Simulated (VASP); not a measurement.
The system is ReBi (CsCl type).

```
CELL_PARAMETERS angstrom
3.01510 0.00000 0.00000
0.00000 3.01510 0.00000
0.00000 0.00000 3.01510
ATOMIC_POSITIONS crystal
Re 0.00000 0.00000 0.00000
Bi 0.50000 0.50000 0.50000
```

Base run:

* Program: VASP 6.6.1
* Functional: PBE
* Potentials or basis: VASP PAW PBE potentials, release 64 (Re, Bi_d)
* Cutoff: 520 eV
* k mesh: 11 × 11 × 11
* Occupations: fermi-dirac, width 0.05 eV
* Spin: no spin polarisation

Its results: band gap on the k mesh zero (bands 11 and 12 overlap by 2.00 eV); pressure 137.0 GPa.

Question: The run is repeated on the same cell with these changes: dispersion from none to D4. What comes out?

Answer: Band gap on the k mesh zero (bands 11 and 12 overlap by 2.00 eV); pressure 127.0 GPa.

Dispersion adds attraction, which lowers the pressure at fixed volume and, as a term added to the energy, leaves the levels alone.

Caveats: the cell stands under pressure; spin-orbit coupling is left out, which moves the levels of the heavy elements.
